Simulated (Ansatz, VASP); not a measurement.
## Two plane-wave programs on Mo

File POSCAR:

```
Mo
1.0
    0.0000000000      1.8961875982      2.2754251178
    1.8961875982      0.0000000000      2.2754251178
    1.8961875982      1.8961875982      0.0000000000
Mo
1
Direct
    0.0000000000      0.0000000000      0.0000000000
```

Contents of INCAR.step1:

```
ALGO = Normal ; EDIFF = 1E-4
ENCUT = 520 ; GGA = PE
ISMEAR = 0 ; LASPH = True
LCHARG = False ; LREAL = False
LWAVE = True ; NBANDS = 13
NELM = 60 ; PREC = Accurate
SIGMA = 0.15
```

The input INCAR.step2:

```
ALGO = Normal ; EDIFF = 1E-6
ENCUT = 520 ; ISIF = 2
ISMEAR = 0 ; ISTART = 1
LASPH = True ; LCHARG = False
LMIXTAU = True ; LREAL = False
LWAVE = False ; METAGGA = R2SCAN
NBANDS = 13 ; NELM = 60
PREC = Accurate ; SIGMA = 0.15
```

File KPOINTS:

```
k-points
0
Gamma
  22 22 22
```

Input for Ansatz:

```yaml
crystal:
  lattice:
    - [0.0, 1.8961875982, 2.2754251178]
    - [1.8961875982, 0.0, 2.2754251178]
    - [1.8961875982, 1.8961875982, 0.0]
  atoms:
    - { symbol: Mo, position: [0.0, 0.0, 0.0] }
basis:
  ecutwfc: 500
kpoints:
  mp_grid: { grid: [22, 22, 22] }
hamiltonian:
  xc: r2scan
scf:
  occupations: { method: gaussian, width: 0.15 }
output:
  forces: true
  stress: true
  eigenvalues: true
```

Alike in both runs: task single point; functional r2SCAN; k mesh 22 × 22 × 22; occupations gaussian, width 0.15 eV; no spin polarisation.

```csv
,VASP,Ansatz
version,VASP 6.6.1,Ansatz 0.2.0
potentials or method,"VASP PAW PBE potentials, release 64 (Mo_sv), cutoff 520 eV","scalar-relativistic, plane waves, PAW"
valence electrons in the cell,14,14
```

Ansatz gave:

```
gap on the k mesh at the Fermi level (eV)                     : none
pressure (GPa)                                                : -6.3
traceless stress, the component that is largest in VASP (GPa) : 6.06
```

**Question.** What did VASP give for the same quantities?

**Answer.** gap on the k mesh at the Fermi level (eV): none; pressure (GPa): -5.4; traceless stress, the component that is largest in VASP (GPa): 5.93.

VASP's potentials were made for PBE, not for r2SCAN. A gap of «none» marks a metal or a gap that the smearing closes.
